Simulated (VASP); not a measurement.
## Hf: single point with revPBE+D3(BJ)

Hf:

```
Hf
1.0
     0.00000    2.24921    2.24921
     2.24921    0.00000    2.24921
     2.24921    2.24921    0.00000
Hf
1
Direct
  0.00000 0.00000 0.00000
```

This isn't the form of Hf at room conditions, which is hcp.

```yaml
Program: VASP 6.6.1
Task: single point
Functional: revPBE
Dispersion: D3(BJ)
Potentials_or_basis: VASP PAW PBE potentials, release 64 (Hf_pv)
Cutoff: 520 eV
k_mesh: 10 × 10 × 10
Occupations: fermi-dirac, width 0.1 eV
Spin: no spin polarisation
Dipole_correction: no
Further_INCAR_settings: ALGO = Normal; EDIFF = 1e-06; NBANDS = 11
```

* Pressure: -4.9 GPa
* Band gap on the k mesh: zero (bands 5 and 6 overlap by 1.80 eV)
* Dispersion energy per atom: -0.773 eV

Levels at points of the mesh, in eV from the Fermi level:
```csv
k point,band 1,band 2,band 3,band 4,band 5,band 6,band 7,band 8,band 9,band 10
"(0.00, 0.00, 0.00)",-30.10,-30.10,-30.10,-7.15,1.41,1.41,1.41,4.15,4.15,11.22
"(0.50, 0.00, 0.00)",-30.86,-30.21,-30.21,-3.58,0.49,1.20,1.20,6.21,6.21,9.20
"(0.50, 0.50, 0.00)",-30.82,-30.38,-30.38,-3.18,-2.06,2.41,6.23,6.81,6.81,9.75
```

It took 6.4 s on 1 thread of AMD EPYC 9R45 (Zen 5) (shared host), peak memory 0.12 GiB.

Caveat: three body term missing; the cell stands under tension; the PAW data sets were made with another functional, which shifts forces and pressure a little; spin-orbit coupling is left out, which moves the levels of the heavy elements.
